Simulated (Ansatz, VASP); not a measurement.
## Au: VASP beside Ansatz

The input INCAR:

```
SYSTEM = Au
ALGO = Normal
EDIFF = 1E-6
ENCUT = 500
GGA = PE
GGA_COMPAT = .False.
ISIF = 2
ISMEAR = 0
LASPH = .True.
LCHARG = .False.
LREAL = .False.
LWAVE = .False.
NBANDS = 18
NELM = 120
PREC = Accurate
SIGMA = 0.1
```

Contents of KPOINTS:

```
k-points
0
Gamma
  18 18 10
  0 0 0
```

The input POSCAR:

```
Au
1.0
    2.8384290237      0.0000000000      0.0000000000
   -1.4192145118      2.4581516413      0.0000000000
    0.0000000000      0.0000000000      4.7543419473
Au
2
Direct
    0.3333333333      0.6666666667      0.7500000000
    0.6666666667      0.3333333333      0.2500000000
```

Input for Ansatz:

```yaml
crystal:
  lattice:
    - [2.8384290237, 0.0, 0.0]
    - [-1.4192145118, 2.4581516413, 0.0]
    - [0.0, 0.0, 4.7543419473]
  atoms:
    - { symbol: Au, position: [0.3333333333, 0.6666666667, 0.75] }
    - { symbol: Au, position: [0.6666666667, 0.3333333333, 0.25] }
basis:
  ecutwfc: 420
  precision: f64
kpoints:
  mp_grid: { grid: [18, 18, 10] }
hamiltonian:
  xc: pbe
scf:
  occupations: { method: gaussian, width: 0.1 }
  eigensolver: { kind: davidson }
output:
  forces: true
  eigenvalues: true
  stress: true
```

Alike in both runs: task single point; functional PBE; k mesh 18 × 18 × 10; occupations gaussian, width 0.1 eV; no spin polarisation.

```csv
,VASP,Ansatz
version,VASP 6.6.1,Ansatz 0.2.0
potentials or method,"VASP PAW PBE potentials, release 64 (Au), cutoff 500 eV","scalar-relativistic, plane waves, PAW"
valence electrons in the cell,22,38
```

```tsv
	VASP	Ansatz	Ansatz less VASP
gap on the k mesh at the Fermi level (eV)	none	none	-
pressure (GPa)	14.0	14.3	+0.31
traceless stress, the component that is largest in VASP (GPa)	-0.56	-0.54	+0.013
```

A gap of «none» marks a metal or a gap that the smearing closes. The functional is the same, so the differences come from potentials, cutoffs and numerics. VASP's potentials hold 22 valence electrons a cell and Ansatz's 38, so a difference there can come from the potentials and not from the codes.

Spin-orbit coupling is off throughout.
